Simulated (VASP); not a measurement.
A run of VASP 6.6.1 is set up as follows.

POSCAR

```
AlCu3
1.0
    4.1725144000      0.0000000000      0.0000000000
    0.0000000000      5.1070174600      0.0000000000
    0.0000000000      0.0000000000      4.5117153100
Al Cu
2 6
Direct
    0.0000000000      0.0000000000      0.6611100000
    0.5000000000      0.5000000000      0.3388900000
    0.0000000000      0.5000000000      0.6626749500
    0.5000000000      0.0000000000      0.3373250500
    0.0000000000      0.2509403100      0.1600646800
    0.0000000000      0.7490596900      0.1600646800
    0.5000000000      0.2490596900      0.8399353200
    0.5000000000      0.7509403100      0.8399353200
```

File INCAR.step1:

```
SYSTEM = AlCu3
PREC = Accurate
ENCUT = 520
ISMEAR = 0
SIGMA = 0.1
LREAL = .False.
LASPH = .True.
NELM = 100
NBANDS = 46
GGA = PE
ALGO = Normal
EDIFF = 1E-4
LWAVE = .True.
LCHARG = .False.
```

INCAR.step2

```
SYSTEM = AlCu3
PREC = Accurate
ENCUT = 520
EDIFF = 1E-6
ISMEAR = 0
SIGMA = 0.1
LREAL = .False.
LASPH = .True.
NELM = 100
ALGO = Normal
ISIF = 2
LWAVE = .False.
LCHARG = .False.
METAGGA = R2SCAN
LMIXTAU = .True.
NBANDS = 46
ISTART = 1
```

Contents of KPOINTS:

```
Automatic mesh
0
Gamma
  4 4 4
  0 0 0
```

Potentials or basis: VASP PAW PBE potentials, release 64 (Al, Cu).

The run is started by

```console
$ cat potpaw_PBE.64/Al/POTCAR potpaw_PBE.64/Cu/POTCAR > POTCAR
$ cp INCAR.step1 INCAR
$ mpirun -np 1 vasp_std > vasp.out
$ cp INCAR.step2 INCAR
$ mpirun -np 1 vasp_std > vasp.out
```

Q: Predict the band gap on the k mesh.

A: Zero (band 36 reaches 10.83 eV, above the bottom of band 37 at 6.57 eV).

Q: What does it give for the pressure?

A: 0.8 GPa.

Q: Predict the largest force.

A: 0.010 eV/Å.

Stress tensor (GPa, compression positive):
```
 1.96  0.00  0.00
 0.00 -0.75  0.00
 0.00  0.00  1.23
```

Caveat: the k points lie up to 0.38 Å⁻¹ apart; the PAW data sets were made with another functional, which shifts forces and pressure a little.
